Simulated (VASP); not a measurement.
Set up this calculation in VASP 6.6.1, as the native input.

| Quantity | Value |
| --- | --- |
| Task | single point |
| Functional | LDA |
| Potentials or basis | VASP PAW LDA potentials, release 64 (Ir) |
| Cutoff | 520 eV |
| k mesh | 14 × 14 × 8 |
| Occupations | fermi-dirac, width 0.05 eV |
| Spin | no spin polarisation |
| Dipole correction | no |
| Further INCAR settings | ALGO = Normal; EDIFF = 1e-06; NBANDS = 16 |

The structure of Ir lies in POSCAR:

```
Ir
1.0
    2.6688386000      0.0000000000      0.0000000000
   -1.3344193000      2.3112772000      0.0000000000
    0.0000000000      0.0000000000      4.4622900000
Ir
2
Direct
    0.6666666667      0.3333333333      0.7500000000
    0.3333333333      0.6666666667      0.2500000000
```

One way to write it, as run:

INCAR

```
PREC = Accurate ; ENCUT = 520
EDIFF = 1E-6 ; ISMEAR = -1
SIGMA = 0.05 ; LREAL = F
LASPH = T ; NELM = 80
ALGO = Normal ; ISIF = 2
LWAVE = F ; LCHARG = F
NBANDS = 16
```

KPOINTS

```
Automatic mesh
0
Gamma
  14 14 8
```

Potentials or basis: VASP PAW LDA potentials, release 64 (Ir).

Command:

```console
$ cat potpaw_LDA.64/Ir/POTCAR > POTCAR
$ mpirun -np 1 vasp_std > vasp.out
```

Results of the run:

* Pressure: 7.2 GPa
* Band gap on the k mesh: zero (band 9 reaches 12.12 eV, above the bottom of band 10 at 8.47 eV)

Caveat: spin-orbit coupling is left out, which moves the levels of the heavy elements.

Run time: 32 s on 1 thread of Intel(R) Xeon(R) Platinum 8259CL CPU @ 2.50GHz (Skylake/Cascade Lake), on a shared host, peak memory 0.16 GiB.
